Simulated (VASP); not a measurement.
# ZnSe (F-43m) in VASP: a series of runs

Runs on ZnSe. Level: PBEsol. Tasks: single point.

Everything below comes from runs of VASP 6.6.1. Logs are shortened: lines on timing, memory, paths and dates and some standing lists are left out, and cuts for length are marked.

### Step 1. The cell of the first run

The structure is cubic, space group F-43m (No. 216). The conventional cell has a = 4.812 Å, b = 4.812 Å, c = 4.812 Å, α = 90.00°, β = 90.00°, γ = 90.00°. Within 2.8 Å of Zn (site symmetry -43m) lie 4 Se at 2.08 Å. Within 2.8 Å of Se (site symmetry -43m) lie 4 Zn at 2.08 Å.

### Step 2. Single point, PBEsol

Input file INCAR:

```
ALGO = Normal
EDIFF = 1E-7
ENCUT = 520
GGA = PS
ISIF = 2
ISMEAR = 0
LASPH = T
LCHARG = F
LREAL = F
LWAVE = F
NBANDS = 16
NELM = 80
PREC = Accurate
SIGMA = 0.02
```

Input file KPOINTS:

```
k-points
0
Gamma
  10 10 10
```

Input file POSCAR:

```
ZnSe
1.0
    0.0000000000      2.4058017108      2.4058017108
    2.4058017108      0.0000000000      2.4058017108
    2.4058017108      2.4058017108      0.0000000000
Zn Se
1 1
Direct
    0.0000000000      0.0000000000      0.0000000000
    0.7500000000      0.7500000000      0.7500000000
```

Potentials or basis: VASP PAW PBE potentials, release 64 (Zn, Se).

On the command line:

```
cat potpaw_PBE.64/Zn/POTCAR potpaw_PBE.64/Se/POTCAR > POTCAR
mpirun -np 1 vasp_std > vasp.out
```

OUTCAR:

```text
EDIFF = 1E-7
   ENCUT = 520
   GGA = PS
   ISIF = 2
   ISMEAR = 0
   LASPH = T
   LREAL = F
   NELM = 80
   PREC = Accurate

 ion  position               nearest neighbor table
   1  0.000  0.000  0.000-   2 2.08   2 2.08   2 2.08   2 2.08
   2  0.750  0.750  0.750-   1 2.08   1 2.08   1 2.08   1 2.08

  LATTYP: Found a face centered cubic cell.
 ALAT       =     4.8116034216

  Lattice vectors:

 A1 = (   0.0000000000,   2.4058017108,   2.4058017108)
 A2 = (   2.4058017108,   0.0000000000,   2.4058017108)
 A3 = (   2.4058017108,   2.4058017108,   0.0000000000)

Analysis of symmetry for initial positions (statically):
=====================================================================
 Subroutine PRICEL returns:
 Original cell was already a primitive cell.

 Routine SETGRP: Setting up the symmetry group for a
 face centered cubic supercell.

 Subroutine GETGRP returns: Found 24 space group operations
 (whereof 24 operations were pure point group operations)
 out of a pool of 48 trial point group operations.

The static configuration has the point symmetry T_d .

Analysis of symmetry for dynamics (positions and initial velocities):
=====================================================================
 Subroutine PRICEL returns:
 Original cell was already a primitive cell.

 Routine SETGRP: Setting up the symmetry group for a
 face centered cubic supercell.

 Subroutine GETGRP returns: Found 24 space group operations
 (whereof 24 operations were pure point group operations)
 out of a pool of 48 trial point group operations.

The dynamic configuration has the point symmetry T_d .

 Subroutine INISYM returns: Found 24 space group operations
 (whereof 24 operations are pure point group operations),
 and found     1 'primitive' translations

----------------------------------------------------------------------------------------

                                     Primitive cell

  volume of cell :      27.8490

  direct lattice vectors                    reciprocal lattice vectors
     0.000000000  2.405801711  2.405801711    -0.207830927  0.207830927  0.207830927
     2.405801711  0.000000000  2.405801711     0.207830927 -0.207830927  0.207830927
     2.405801711  2.405801711  0.000000000     0.207830927  0.207830927 -0.207830927

  length of vectors
     3.402317408  3.402317408  3.402317408     0.359973725  0.359973725  0.359973725

  position of ions in fractional coordinates (direct lattice)
     0.000000000  0.000000000  0.000000000
     0.750000000  0.750000000  0.750000000

  ion indices of the primitive-cell ions
   primitive index   ion index
                 1           1
                 2           2

----------------------------------------------------------------------------------------

 KPOINTS: k-points

Automatic generation of k-mesh.
 Grid dimensions read from file:
 generate k-points for:   10   10   10

 Generating k-lattice:

  Cartesian coordinates                     Fractional coordinates (reciprocal lattice)
    -0.020783093  0.020783093  0.020783093     0.100000000  0.000000000  0.000000000
     0.020783093 -0.020783093  0.020783093     0.000000000  0.100000000  0.000000000
     0.020783093  0.020783093 -0.020783093     0.000000000  0.000000000  0.100000000

  Length of vectors
     0.035997373  0.035997373  0.035997373

  Shift w.r.t. Gamma in fractional coordinates (k-lattice)
     0.000000000  0.000000000  0.000000000

 Subroutine IBZKPT returns following result:
 ===========================================

 Found     47 irreducible k-points:

 Following reciprocal coordinates:
            Coordinates               Weight
  0.000000  0.000000  0.000000      1.000000
  0.100000  0.000000  0.000000      8.000000
  0.200000  0.000000  0.000000      8.000000
  0.300000  0.000000  0.000000      8.000000
  0.400000  0.000000  0.000000      8.000000
  0.500000  0.000000  0.000000      4.000000
[... 16 lines left out ...]
  0.300000  0.300000  0.000000      6.000000
  0.400000  0.300000  0.000000     24.000000
 [... further k-points ...]
   k-points           NKPTS =     47   k-points in BZ     NKDIM =     47   number of bands    NBANDS=     16
   number of dos      NEDOS =    301   number of ions     NIONS =      2
   total plane-waves  NPLWV =  21952
   dimension x,y,z NGX =    28 NGY =   28 NGZ =   28
   dimension x,y,z NGXF=    56 NGYF=   56 NGZF=   56
   ions per type =               1   1
   NGX,Y,Z   is equivalent  to a cutoff of  13.68, 13.68, 13.68 a.u.
   NGXF,Y,Z  is equivalent  to a cutoff of  27.36, 27.36, 27.36 a.u.
 SYSTEM =  unknown system
   PREC   = accura    normal or accurate (medium, high low for compatibility)
   ISTART =      0    job   : 0-new  1-cont  2-samecut
   ICHARG =      2    charge: 1-file 2-atom 10-const
   ISPIN  =      1    spin polarized calculation?
   LNONCOLLINEAR =      F non collinear calculations
   LSORBIT =      F    spin-orbit coupling
   LASPH  =      T    aspherical Exc in radial PAW
   ENCUT  =  520.0 eV  38.22 Ry    6.18 a.u.   6.33  6.33  6.33*2*pi/ulx,y,z
   NELM   =     80;   NELMIN=  2; NELMDL= -5     # of ELM steps
   EDIFF  = 0.1E-06   stopping-criterion for ELM
   LREAL  =      F    real-space projection
   EDIFFG = 0.1E-05   stopping-criterion for IOM
   NSW    =      0    number of steps for IOM
   IBRION =     -1    ionic relax: 0-MD 1-quasi-New 2-CG
   NFREE  =      0    steps in history (QN), initial steepest desc. (CG)
   ISIF   =      2    stress and relaxation
   ISYM   =      2    0-nonsym 1-usesym 2-fastsym
   POTIM  = 0.5000    time-step for ionic-motion
   TEBEG  =    0.0;   TEEND  =   0.0 temperature during run
   PSTRESS=    0.0 pullay stress
   NELECT =      18.0000    total number of electrons
   NUPDOWN=      -1.0000    fix difference up-down
   EMIN   =  10.00;   EMAX   =-10.00  energy-range for DOS
   EFERMI =   0.00;   METHOD = LEGACY
   ISMEAR =     0;   SIGMA  =   0.02  broadening in eV -4-tet -1-fermi 0-gaus
   EFERMI_NEDOS =   21; number of points for ismear=-14 and -15
   IALGO  =     38    algorithm
   IMIX   =      4    mixing-type and parameters
     AMIX     =   0.40;   BMIX     =  1.00
     AMIX_MAG =   1.60;   BMIX_MAG =  1.00
  volume/ion in A,a.u.               =      13.92        93.97
  Fermi-wavevector in a.u.,A,eV,Ry     =   1.415454  2.674821 27.259419  2.003511
  Thomas-Fermi vector in A             =   2.536891
   LORBIT       =      0    0 simple, 1 ext, 2 COOP (PROOUT), +10 PAW based schemes
   GGA     = PS    functional components
   LHFCALC =     F    Hartree Fock is set to
   AEXX    =    0.0000 exact exchange contribution
   IVDW    =     0    specifies the selected vdW correction
   LEPSILON=     F    determine dielectric tensor
   LRPA    =     F    only Hartree local field effects (RPA)
 non-spin polarized calculation
 Gauss-broadening in eV      SIGMA  =   0.02
  energy-cutoff  :      520.00
  volume of cell :       27.85
 maximum number of plane-waves:       763
 NGX is ok and might be reduce to    28
   NGX = 13   NGY = 13   NGZ = 13

 number of electron      18.0000013 magnetization

 Free energy of the ion-electron system (eV)
  ---------------------------------------------------
  ext. energy  EPLUGINS =         0.00000000
  ---------------------------------------------------
  free energy    TOTEN  =        -3.63600652 eV

  energy without entropy =       -3.63600652  energy(sigma->0) =       -3.63600652

 E-fermi :   7.3362     XC(G=0): -11.9447

 val. band max:        7.1964607214   @ k =   0.0000   0.0000   0.0000
 cond. band min:       8.4825492442   @ k =   0.5000   0.5000   0.0000
 fundamental gap:      1.2860885228
 Fermi energy:         7.3361877448

 k-point     1 :       0.0000    0.0000    0.0000
  band No.  band energies     occupation
      1     -10.7146      2.00000
      2      -2.6186      2.00000
      3      -2.6186      2.00000
      4      -2.6186      2.00000
      5      -1.6637      2.00000
      6      -1.6637      2.00000
[... 8 lines left out ...]
     15      19.5436      0.00000
     16      19.5436      0.00000

 k-point     2 :       0.1000    0.0000    0.0000
  band No.  band energies     occupation
      1     -10.5725      2.00000
      2      -2.6473      2.00000
      3      -2.5921      2.00000
      4      -2.5921      2.00000
      5      -1.6690      2.00000
      6      -1.6690      2.00000
[... 8 lines left out ...]
     15      18.3858      0.00000
     16      19.1053      0.00000

 k-point     3 :       0.2000    0.0000    0.0000
  band No.  band energies     occupation
      1     -10.1689      2.00000
      2      -2.7092      2.00000
      3      -2.5279      2.00000
      4      -2.5279      2.00000
      5      -1.6745      2.00000
      6      -1.6745      2.00000
[... 8 lines left out ...]
     15      17.7023      0.00000
     16      18.6754      0.00000

 k-point     4 :       0.3000    0.0000    0.0000
  band No.  band energies     occupation
      1      -9.5865      2.00000
      2      -2.7363      2.00000
      3      -2.4630      2.00000
      4      -2.4630      2.00000
      5      -1.6592      2.00000
      6      -1.6592      2.00000
[... 8 lines left out ...]
     15      18.4736      0.00000
     16      18.7179      0.00000
[... 324 lines left out ...]
 k-point    22 :      -0.2000    0.2000    0.0000
  band No.  band energies     occupation
      1      -9.3894      2.00000
      2      -2.7104      2.00000
      3      -2.4588      2.00000
      4      -2.4051      2.00000
      5      -1.7315      2.00000
      6      -1.5892      2.00000
[... 8 lines left out ...]
     15      21.4398      0.00000
     16      22.7496      0.00000

 k-point    23 :       0.3000    0.3000    0.0000
  band No.  band energies     occupation
      1      -9.1989      2.00000
      2      -2.9974      2.00000
      3      -2.2409      2.00000
      4      -2.2409      2.00000
      5      -1.7842      2.00000
      6      -1.5678      2.00000
[... 8 lines left out ...]
     15      21.0071      0.00000
     16      25.2778      0.00000

 k-point    24 :       0.4000    0.3000    0.0000
  band No.  band energies     occupation
      1      -8.7441      2.00000
      2      -3.0283      2.00000
      3      -2.1563      2.00000
      4      -2.1497      2.00000
      5      -1.6909      2.00000
      6      -1.5531      2.00000
[... 8 lines left out ...]
     15      22.1206      0.00000
     16      24.7359      0.00000

 [... further k-points ...]
[... 5 lines left out ...]
  --------------------------------------------------------------------------------------
  -------------------------------------------------------------------------------------
  Total       15.9402768     15.9402768     15.9402768      0.0000000      0.0000000      0.0000000
  in kB      917.0583242    917.0583242    917.0583242      0.0000000      0.0000000      0.0000000
  external PRESSURE =     917.0583242 kB  Pullay stress =       0.0000000 kB

 VOLUME and BASIS-vectors are now :
 -----------------------------------------------------------------------------
  energy-cutoff  :      520.00
  volume of cell :       27.85
      direct lattice vectors                 reciprocal lattice vectors
     0.000000000  2.405801711  2.405801711    -0.207830927  0.207830927  0.207830927
     2.405801711  0.000000000  2.405801711     0.207830927 -0.207830927  0.207830927
     2.405801711  2.405801711  0.000000000     0.207830927  0.207830927 -0.207830927

 POSITION                                       TOTAL-FORCE (eV/Angst)
 -----------------------------------------------------------------------------------
      0.00000      0.00000      0.00000        -0.000000     -0.000000     -0.000000
      3.60870      3.60870      3.60870         0.000000      0.000000      0.000000
 -----------------------------------------------------------------------------------
    total drift:                               -0.000003     -0.000003     -0.000003

  FREE ENERGIE OF THE ION-ELECTRON SYSTEM (eV)
  ---------------------------------------------------
  free  energy   TOTEN  =        -3.6360065240 eV

  energy  without entropy=       -3.6360065240  energy(sigma->0) =       -3.63600652
```

Run time: 46 s. Hardware: 1 thread of Intel Xeon 6975P-C, shared host; peak memory 0.17 GiB.

What came out:

```
Free energy            : -3.6360 eV
Pressure               : 91.7 GPa
Band gap on the k mesh : 1.29 eV, indirect (least direct gap 3.41 eV)
```

Levels at points of the mesh, in eV from the valence-band top:
```
           k point  band 7  band 8  band 9  band 10  band 11  band 12
(0.00, 0.00, 0.00)    0.00    0.00    0.00     3.41     5.09     5.09
(0.50, 0.00, 0.00)   -8.39   -1.90   -1.90     3.18     5.70     5.70
(0.50, 0.50, 0.00)   -7.45   -4.67   -4.67     1.29     2.46    14.85
```

Caveat: the PAW data sets were made with another functional, which shifts forces and pressure a little. Expect the measured gap to be larger: semilocal functionals such as PBEsol lack the derivative discontinuity.

### Step 3. Single point, PBEsol

This run uses another cell than the first one, of 22.71 Å³/atom, 1.631 times its volume.

Input file INCAR:

```
PREC     = Accurate       # precision mode
ENCUT    = 520            # plane-wave cutoff, eV
EDIFF    = 1E-7           # SCF threshold, eV
ISMEAR   = 0              # smearing method
SIGMA    = 0.02           # smearing width, eV
LREAL    = False          # projectors in reciprocal space
LASPH    = True           # aspherical terms in the spheres
NELM     = 100            # most SCF steps
ALGO     = Normal         # electronic algorithm
ISIF     = 2              # what is computed and relaxed
LWAVE    = False          # write WAVECAR
LCHARG   = False          # write CHGCAR
GGA      = PS             # functional
NBANDS   = 16             # bands
```

Input file KPOINTS:

```
regular mesh
0
Gamma
  8 8 8
```

Input file POSCAR:

```
ZnSe
1.0
    0.0000000000      2.8316926548      2.8316926548
    2.8316926548      0.0000000000      2.8316926548
    2.8316926548      2.8316926548      0.0000000000
Zn Se
1 1
Direct
    0.0000000000      0.0000000000      0.0000000000
    0.7500000000      0.7500000000      0.7500000000
```

Potentials or basis: VASP PAW PBE potentials, release 64 (Zn, Se).

On the command line:

```
cat potpaw_PBE.64/Zn/POTCAR potpaw_PBE.64/Se/POTCAR > POTCAR
mpirun -np 1 vasp_std > vasp.out
```

Run time: 40 s. Hardware: 1 thread of Intel Xeon 6975P-C, shared host; peak memory 0.17 GiB.

It converged, with:

```yaml
Free_energy: -6.7721 eV
Pressure: -0.7 GPa
Band_gap_on_the_k_mesh: 1.18 eV, direct
```

Levels at points of the mesh, in eV from the valence-band top:
```
           k point  band 7  band 8  band 9  band 10  band 11  band 12
(0.00, 0.00, 0.00)    0.00    0.00    0.00     1.18     5.73     5.73
(0.50, 0.00, 0.00)   -5.30   -0.88   -0.88     2.45     6.30     6.30
(0.50, 0.50, 0.00)   -4.80   -2.22   -2.22     2.83     3.37    10.62
```

Caveat: the PAW data sets were made with another functional, which shifts forces and pressure a little. A hybrid or GW would open this gap; PBEsol tends to underestimate it.

### Step 4. Single point, PBEsol

This run uses another cell than the first one, of 15.77 Å³/atom, 1.133 times its volume.

Input file INCAR:

```
SYSTEM = ZnSe
ALGO = Normal ; EDIFF = 1E-7
ENCUT = 520 ; GGA = PS
ISIF = 2 ; ISMEAR = 0
LASPH = .True. ; LCHARG = .False.
LREAL = .False. ; LWAVE = .False.
NBANDS = 16 ; NELM = 100
PREC = Accurate ; SIGMA = 0.02
```

Input file KPOINTS:

```
k-points
0
Gamma
  10 10 10
  0 0 0
```

Input file POSCAR:

```
ZnSe
1.0
    0.0000000000      2.5079052786      2.5079052786
    2.5079052786      0.0000000000      2.5079052786
    2.5079052786      2.5079052786      0.0000000000
Zn Se
1 1
Direct
    0.0000000000      0.0000000000      0.0000000000
    0.7500000000      0.7500000000      0.7500000000
```

On the command line:

```
cat potpaw_PBE.64/Zn/POTCAR potpaw_PBE.64/Se/POTCAR > POTCAR
mpirun -np 1 vasp_std > vasp.out
```

Run time: 46 s. Hardware: 1 thread of Intel Xeon 6975P-C, shared host; peak memory 0.17 GiB.

Results (log left out):

```yaml
Free_energy: -5.2405 eV
Pressure: 51.0 GPa
Band_gap_on_the_k_mesh: 1.76 eV, indirect (least direct gap 2.81 eV)
```

Levels at points of the mesh, in eV from the valence-band top:
| k point | band 6 | band 7 | band 8 | band 9 | band 10 | band 11 | band 12 | band 13 |
| --- | --- | --- | --- | --- | --- | --- | --- | --- |
| (0.00, 0.00, 0.00) | -7.91 | 0.00 | 0.00 | 0.00 | 2.81 | 5.35 | 5.35 | 5.35 |
| (0.50, 0.00, 0.00) | -7.86 | -7.54 | -1.58 | -1.58 | 3.02 | 5.96 | 5.96 | 8.75 |
| (0.50, 0.50, 0.00) | -7.59 | -6.63 | -3.90 | -3.90 | 1.76 | 2.85 | 13.87 | 13.87 |

Caveat: the PAW data sets were made with another functional, which shifts forces and pressure a little.

### Step 5. Single point, PBEsol

This run uses another cell than the first one, of 17.79 Å³/atom, 1.277 times its volume.

Input file INCAR:

```
SYSTEM = ZnSe
PREC = Accurate ; ENCUT = 520
EDIFF = 1E-6 ; ISMEAR = 0
SIGMA = 0.02 ; LREAL = .False.
LASPH = .True. ; NELM = 80
ALGO = Normal ; ISIF = 2
LWAVE = .False. ; LCHARG = .False.
GGA = PS ; NBANDS = 16
```

Input file KPOINTS:

```
Automatic mesh
0
Gamma
  10 10 10
  0 0 0
```

Input file POSCAR:

```
ZnSe
1.0
    0.0000000000      2.6102917640      2.6102917640
    2.6102917640      0.0000000000      2.6102917640
    2.6102917640      2.6102917640      0.0000000000
Zn Se
1 1
Direct
    0.0000000000      0.0000000000      0.0000000000
    0.7500000000      0.7500000000      0.7500000000
```

On the command line:

```
cat potpaw_PBE.64/Zn/POTCAR potpaw_PBE.64/Se/POTCAR > POTCAR
mpirun -np 1 vasp_std > vasp.out
```

Wall time 39 s (1 thread of Intel Xeon 6975P-C, shared host); peak memory 0.17 GiB.

It converged, with:

```
Free energy            : -6.1735 eV
Pressure               : 25.6 GPa
Band gap on the k mesh : 2.16 eV, indirect (least direct gap 2.24 eV)
```

Levels at points of the mesh, in eV from the valence-band top:
```
           k point  band 5  band 6  band 7  band 8  band 9  band 10  band 11  band 12  band 13  band 14
(0.00, 0.00, 0.00)   -7.18   -7.18    0.00    0.00    0.00     2.24     5.53     5.53     5.53    10.67
(0.50, 0.00, 0.00)   -7.14   -7.14   -6.88   -1.31   -1.31     2.84     6.13     6.13     8.76    12.33
(0.50, 0.50, 0.00)   -7.09   -6.91   -5.96   -3.26   -3.26     2.16     3.12    12.71    12.95    12.95
```

Caveat: the PAW data sets were made with another functional, which shifts forces and pressure a little.

### Step 6. Summary

```tsv
cell	k mesh	gap on the mesh (eV)	pressure (GPa)
a = 3.402 Å, angles 60.0°, 2 atoms	10 × 10 × 10	1.29	91.7
a = 4.005 Å, angles 60.0°, 2 atoms	8 × 8 × 8	1.18	-0.7
a = 3.547 Å, angles 60.0°, 2 atoms	10 × 10 × 10	1.76	51.0
a = 3.692 Å, angles 60.0°, 2 atoms	10 × 10 × 10	2.16	25.6
```

Alike in all rows: task single point; level PBEsol; potentials or basis VASP PAW PBE potentials, release 64 (Zn, Se); no spin polarisation; cutoff (eV) 520; smearing gaussian 0.02 eV.

Caveats: the PAW data sets were made with another functional, which shifts forces and pressure a little.

Absolute energies hang on the potentials; compare differences alone.
